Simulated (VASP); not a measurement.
# BP (F-43m) in VASP: a series of runs

BP is run at these levels: r2SCANh, HSE06, r2SCAN; tasks: single point, relaxation of cell and atoms.

Program: VASP 6.6.1. These are calculated values, not measurements. Logs are shortened: lines on timing, memory, paths and dates and some standing lists are left out, and cuts for length are marked.

## 1. The cell of the first run

Symmetry: F-43m, No. 216, cubic system. The conventional cell has a = 4.537 Å, b = 4.537 Å, c = 4.537 Å, α = 90.00°, β = 90.00°, γ = 90.00°. Within 2.6 Å of B (site symmetry -43m) lie 4 P at 1.96 Å. Within 2.6 Å of P (site symmetry -43m) lie 4 B at 1.96 Å.

## 2. Single point, r2SCANh

File POSCAR:

```
BP
1.0
    0.0000000000      2.2683155811      2.2683155811
    2.2683155811      0.0000000000      2.2683155811
    2.2683155811      2.2683155811      0.0000000000
B P
1 1
Direct
    0.0000000000      0.0000000000      0.0000000000
    0.2500000000      0.2500000000      0.2500000000
```

File INCAR.step1:

```
SYSTEM = BP
PREC     = Accurate       ! precision mode
ENCUT    = 520            ! plane-wave cutoff, eV
EDIFF    = 1E-5           ! SCF threshold, eV
ISMEAR   = 0              ! smearing method
SIGMA    = 0.01           ! smearing width, eV
LREAL    = .FALSE.        ! projectors in reciprocal space
LASPH    = .TRUE.         ! aspherical terms in the spheres
NELM     = 60             ! most SCF steps
ALGO     = Normal         ! electronic algorithm
ISIF     = 2              ! what is computed and relaxed
LWAVE    = .TRUE.         ! write WAVECAR
GGA      = PE             ! functional
NBANDS   = 11             ! bands
```

File INCAR.step2:

```
SYSTEM = BP
PREC     = Accurate       ! precision mode
ENCUT    = 520            ! plane-wave cutoff, eV
EDIFF    = 1E-6           ! SCF threshold, eV
ISMEAR   = 0              ! smearing method
SIGMA    = 0.01           ! smearing width, eV
LREAL    = .FALSE.        ! projectors in reciprocal space
LASPH    = .TRUE.         ! aspherical terms in the spheres
NELM     = 60             ! most SCF steps
ALGO     = Normal         ! electronic algorithm
ISIF     = 2              ! what is computed and relaxed
LWAVE    = .FALSE.        ! write WAVECAR
LCHARG   = .TRUE.         ! write CHGCAR
METAGGA  = R2SCAN         ! meta-GGA
LHFCALC  = .TRUE.         ! exact exchange
AEXX     = 0.1            ! exact-exchange fraction
LMIXTAU  = .TRUE.       
PRECFOCK = Normal       
LELF     = .TRUE.         ! ELF
LVHAR    = .TRUE.       
ISTART   = 1            
NBANDS   = 11             ! bands
```

File KPOINTS:

```
Automatic mesh
0
G
  6 6 6
  0 0 0
```

Potentials or basis: VASP PAW PBE potentials, release 64 (B, P).

On the command line:

```
$ cat potpaw_PBE.64/B/POTCAR potpaw_PBE.64/P/POTCAR > POTCAR
$ cp INCAR.step1 INCAR
$ mpirun -np 1 vasp_std > vasp.out
$ cp INCAR.step2 INCAR
$ mpirun -np 1 vasp_std > vasp.out
```

OUTCAR:

```text
SYSTEM = BP
   PREC = Accurate
   ENCUT = 520
   EDIFF = 1E-6
   ISMEAR = 0
   LREAL = .FALSE.
   LASPH = .TRUE.
   NELM = 60
   ISIF = 2
   METAGGA = R2SCAN
   LHFCALC = .TRUE.
   AEXX = 0.1
   PRECFOCK = Normal
   ISTART = 1

 ion  position               nearest neighbor table
   1  0.000  0.000  0.000-   2 1.96   2 1.96   2 1.96   2 1.96
   2  0.250  0.250  0.250-   1 1.96   1 1.96   1 1.96   1 1.96

  LATTYP: Found a face centered cubic cell.
 ALAT       =     4.5366311622

  Lattice vectors:

 A1 = (   0.0000000000,   2.2683155811,   2.2683155811)
 A2 = (   2.2683155811,   0.0000000000,   2.2683155811)
 A3 = (   2.2683155811,   2.2683155811,   0.0000000000)

Analysis of symmetry for initial positions (statically):
=====================================================================
 Subroutine PRICEL returns:
 Original cell was already a primitive cell.

 Routine SETGRP: Setting up the symmetry group for a
 face centered cubic supercell.

 Subroutine GETGRP returns: Found 24 space group operations
 (whereof 24 operations were pure point group operations)
 out of a pool of 48 trial point group operations.

The static configuration has the point symmetry T_d .

Analysis of symmetry for dynamics (positions and initial velocities):
=====================================================================
 Subroutine PRICEL returns:
 Original cell was already a primitive cell.

 Routine SETGRP: Setting up the symmetry group for a
 face centered cubic supercell.

 Subroutine GETGRP returns: Found 24 space group operations
 (whereof 24 operations were pure point group operations)
 out of a pool of 48 trial point group operations.

The dynamic configuration has the point symmetry T_d .

 Subroutine INISYM returns: Found 24 space group operations
 (whereof 24 operations are pure point group operations),
 and found     1 'primitive' translations

----------------------------------------------------------------------------------------

                                     Primitive cell

  volume of cell :      23.3421

  direct lattice vectors                    reciprocal lattice vectors
     0.000000000  2.268315581  2.268315581    -0.220427882  0.220427882  0.220427882
     2.268315581  0.000000000  2.268315581     0.220427882 -0.220427882  0.220427882
     2.268315581  2.268315581  0.000000000     0.220427882  0.220427882 -0.220427882

  length of vectors
     3.207882659  3.207882659  3.207882659     0.381792292  0.381792292  0.381792292

  position of ions in fractional coordinates (direct lattice)
     0.000000000  0.000000000  0.000000000
     0.250000000  0.250000000  0.250000000

  ion indices of the primitive-cell ions
   primitive index   ion index
                 1           1
                 2           2

----------------------------------------------------------------------------------------

 KPOINTS: Automatic mesh

Automatic generation of k-mesh.
 Grid dimensions read from file:
 generate k-points for:    6    6    6

 Generating k-lattice:

  Cartesian coordinates                     Fractional coordinates (reciprocal lattice)
    -0.036737980  0.036737980  0.036737980     0.166666667  0.000000000  0.000000000
     0.036737980 -0.036737980  0.036737980     0.000000000  0.166666667  0.000000000
     0.036737980  0.036737980 -0.036737980     0.000000000  0.000000000  0.166666667

  Length of vectors
     0.063632049  0.063632049  0.063632049

  Shift w.r.t. Gamma in fractional coordinates (k-lattice)
     0.000000000  0.000000000  0.000000000

 Subroutine IBZKPT returns following result:
 ===========================================

 Found     16 irreducible k-points:

 Following reciprocal coordinates:
            Coordinates               Weight
  0.000000  0.000000  0.000000      1.000000
  0.166667  0.000000  0.000000      8.000000
  0.333333  0.000000  0.000000      8.000000
  0.500000  0.000000  0.000000      4.000000
  0.166667  0.166667  0.000000      6.000000
  0.333333  0.166667  0.000000     24.000000
[... 8 lines left out ...]
 -0.333333  0.333333  0.166667     24.000000
 -0.333333  0.500000  0.166667     12.000000
   k-points           NKPTS =     16   k-points in BZ     NKDIM =    216   number of bands    NBANDS=     11
   number of dos      NEDOS =    301   number of ions     NIONS =      2
   total plane-waves  NPLWV =  13824
   dimension x,y,z NGX =    24 NGY =   24 NGZ =   24
   dimension x,y,z NGXF=    48 NGYF=   48 NGZF=   48
   ions per type =               1   1
   NGX,Y,Z   is equivalent  to a cutoff of  12.44, 12.44, 12.44 a.u.
   NGXF,Y,Z  is equivalent  to a cutoff of  24.88, 24.88, 24.88 a.u.
 SYSTEM =  BP
   PREC   = accura    normal or accurate (medium, high low for compatibility)
   ISTART =      1    job   : 0-new  1-cont  2-samecut
   ICHARG =      0    charge: 1-file 2-atom 10-const
   ISPIN  =      1    spin polarized calculation?
   LNONCOLLINEAR =      F non collinear calculations
   LSORBIT =      F    spin-orbit coupling
   LASPH  =      T    aspherical Exc in radial PAW
   ENCUT  =  520.0 eV  38.22 Ry    6.18 a.u.   5.96  5.96  5.96*2*pi/ulx,y,z
   NELM   =     60;   NELMIN=  2; NELMDL=  0     # of ELM steps
   EDIFF  = 0.1E-05   stopping-criterion for ELM
   LREAL  =      F    real-space projection
   EDIFFG = 0.1E-04   stopping-criterion for IOM
   NSW    =      0    number of steps for IOM
   IBRION =     -1    ionic relax: 0-MD 1-quasi-New 2-CG
   NFREE  =      0    steps in history (QN), initial steepest desc. (CG)
   ISIF   =      2    stress and relaxation
   ISYM   =      3    0-nonsym 1-usesym 2-fastsym
   POTIM  = 0.5000    time-step for ionic-motion
   TEBEG  =    0.0;   TEEND  =   0.0 temperature during run
   PSTRESS=    0.0 pullay stress
   NELECT =       8.0000    total number of electrons
   NUPDOWN=      -1.0000    fix difference up-down
   EMIN   =  10.00;   EMAX   =-10.00  energy-range for DOS
   EFERMI =   0.00;   METHOD = LEGACY
   ISMEAR =     0;   SIGMA  =   0.01  broadening in eV -4-tet -1-fermi 0-gaus
   EFERMI_NEDOS =   21; number of points for ismear=-14 and -15
   IALGO  =     38    algorithm
   IMIX   =      1    mixing-type and parameters
     AMIX     =   0.40;   BMIX     =  1.00
     AMIX_MAG =   1.60;   BMIX_MAG =  1.00
  volume/ion in A,a.u.               =      11.67        78.76
  Fermi-wavevector in a.u.,A,eV,Ry     =   1.145666  2.164995 17.858334  1.312551
  Thomas-Fermi vector in A             =   2.282353
   LORBIT       =      0    0 simple, 1 ext, 2 COOP (PROOUT), +10 PAW based schemes
   METAGGA = R2SCAN    functional components
   LHFCALC =     T    Hartree Fock is set to
   PRECFOCK=normal    Normal, Fast or Accurate (Low or Medium for compatibility)
   ENCUT4O =  -1.0   cutoff for four orbital integrals eV
   NKREDX  =     1    reduce k-point grid by
   NKREDY  =     1    reduce k-point grid by
   NKREDZ  =     1    reduce k-point grid by
   AEXX    =    0.1000 exact exchange contribution
   HFSCREEN=    0.0000 screening length (either q_TF or 0.3 A-1)
   HFSCREENC=   0.0000 screening length for correlation (either q_TF or 0.3 A-1)
   ENCUTFOCK=  -1.0 apply spherical cutoff to Coloumb kernel
   IVDW    =     0    specifies the selected vdW correction
   LEPSILON=     F    determine dielectric tensor
   LRPA    =     F    only Hartree local field effects (RPA)
 non-spin polarized calculation
 Gauss-broadening in eV      SIGMA  =   0.01
  energy-cutoff  :      520.00
  volume of cell :       23.34
 maximum number of plane-waves:       636
  NGX = 18; NGY = 18; NGZ = 18

 number of electron       8.0000000 magnetization

 Free energy of the ion-electron system (eV)
  ---------------------------------------------------
  ext. energy  EPLUGINS =         0.00000000
  ---------------------------------------------------
  free energy    TOTEN  =       -17.97262872 eV

  energy without entropy =      -17.97262872  energy(sigma->0) =      -17.97262872

 E-fermi :   7.1600     XC(G=0): -10.4802

 val. band max:        7.1142002870   @ k =   0.0000   0.0000   0.0000
 cond. band min:       9.1851514848   @ k =   0.5000   0.5000   0.0000
 fundamental gap:      2.0709511978
 Fermi energy:         7.1599991035

 k-point     1 :       0.0000    0.0000    0.0000
  band No.  band energies     occupation
      1      -9.7232      2.00000
      2       7.1142      2.00000
      3       7.1142      2.00000
      4       7.1142      2.00000
      5      11.3522      0.00000
      6      11.3522      0.00000
      7      11.3522      0.00000
      8      15.8299      0.00000
      9      20.1128      0.00000
     10      20.4970      0.00000
     11      20.4970      0.00000

 k-point     2 :       0.1667    0.0000    0.0000
  band No.  band energies     occupation
      1      -9.1839      2.00000
      2       4.0304      2.00000
      3       6.3920      2.00000
      4       6.3920      2.00000
      5      12.0715      0.00000
      6      12.3412      0.00000
      7      12.3412      0.00000
      8      17.2021      0.00000
      9      19.2777      0.00000
     10      19.2777      0.00000
     11      21.4231      0.00000

 k-point     3 :       0.3333    0.0000    0.0000
  band No.  band energies     occupation
      1      -7.6472      2.00000
      2      -0.2330      2.00000
      3       5.5026      2.00000
      4       5.5026      2.00000
      5      11.9759      0.00000
      6      12.9369      0.00000
      7      12.9369      0.00000
      8      18.7285      0.00000
      9      20.3620      0.00000
     10      20.3620      0.00000
     11      22.1226      0.00000

 k-point     4 :       0.5000    0.0000    0.0000
  band No.  band energies     occupation
      1      -6.1160      2.00000
      2      -2.7469      2.00000
      3       5.1804      2.00000
      4       5.1804      2.00000
      5      11.8570      0.00000
      6      12.7707      0.00000
      7      12.7707      0.00000
      8      18.6922      0.00000
      9      23.3925      0.00000
     10      23.3925      0.00000
     11      23.6941      0.00000
[... 127 lines left out ...]
 k-point    14 :       0.5000    0.3333    0.1667
  band No.  band energies     occupation
      1      -6.3137      2.00000
      2      -0.0557      2.00000
      3       1.6824      2.00000
      4       3.5682      2.00000
      5      12.0693      0.00000
      6      13.6587      0.00000
      7      14.7327      0.00000
      8      18.0589      0.00000
      9      21.4873      0.00000
     10      22.2164      0.00000
     11      26.8082      0.00000

 k-point    15 :      -0.3333    0.3333    0.1667
  band No.  band energies     occupation
      1      -4.8799      2.00000
      2      -1.8062      2.00000
      3       1.1333      2.00000
      4       2.8019      2.00000
      5      12.6145      0.00000
      6      13.8566      0.00000
      7      17.0773      0.00000
      8      17.6245      0.00000
      9      19.0343      0.00000
     10      23.6836      0.00000
     11      26.5487      0.00000

 k-point    16 :      -0.3333    0.5000    0.1667
  band No.  band energies     occupation
      1      -4.1736      2.00000
      2      -1.9969      2.00000
      3       1.3734      2.00000
      4       1.5016      2.00000
      5      11.8734      0.00000
      6      12.5170      0.00000
      7      17.6292      0.00000
      8      18.3094      0.00000
      9      21.7790      0.00000
     10      25.1391      0.00000
     11      25.3967      0.00000

------------------------ aborting loop because EDIFF is reached ----------------------------------------

  FORCE on cell =-STRESS in cart. coord.  units (eV):
  Direction    XX          YY          ZZ          XY          YZ          ZX
  --------------------------------------------------------------------------------------
  -------------------------------------------------------------------------------------
  Total       -0.1924852     -0.1924852     -0.1924852      0.0000000     -0.0000000     -0.0000000
  in kB      -13.2119656    -13.2119656    -13.2119656      0.0000000     -0.0000000     -0.0000000
  external PRESSURE =     -13.2119656 kB  Pullay stress =       0.0000000 kB

 VOLUME and BASIS-vectors are now :
 -----------------------------------------------------------------------------
  energy-cutoff  :      520.00
  volume of cell :       23.34
      direct lattice vectors                 reciprocal lattice vectors
     0.000000000  2.268315581  2.268315581    -0.220427882  0.220427882  0.220427882
     2.268315581  0.000000000  2.268315581     0.220427882 -0.220427882  0.220427882
     2.268315581  2.268315581  0.000000000     0.220427882  0.220427882 -0.220427882

 POSITION                                       TOTAL-FORCE (eV/Angst)
 -----------------------------------------------------------------------------------
      0.00000      0.00000      0.00000         0.000000      0.000000      0.000000
      1.13416      1.13416      1.13416        -0.000000     -0.000000     -0.000000
 -----------------------------------------------------------------------------------
    total drift:                                0.000000      0.000000      0.000000

  FREE ENERGIE OF THE ION-ELECTRON SYSTEM (eV)
  ---------------------------------------------------
  free  energy   TOTEN  =       -17.9726287195 eV

  energy  without entropy=      -17.9726287195  energy(sigma->0) =      -17.97262872
```

It took 2.4 min on 1 thread of Intel Xeon 6975P-C (Granite Rapids), shared host; peak memory 0.15 GiB.

What came out:

```yaml
Free_energy: -17.9726 eV
Pressure: -1.3 GPa
Band_gap_on_the_k_mesh: 2.07 eV (least direct gap 4.24 eV)
```

Caveat: the PAW data sets were made with another functional, which shifts forces and pressure a little.

[end of part 1 of 2]
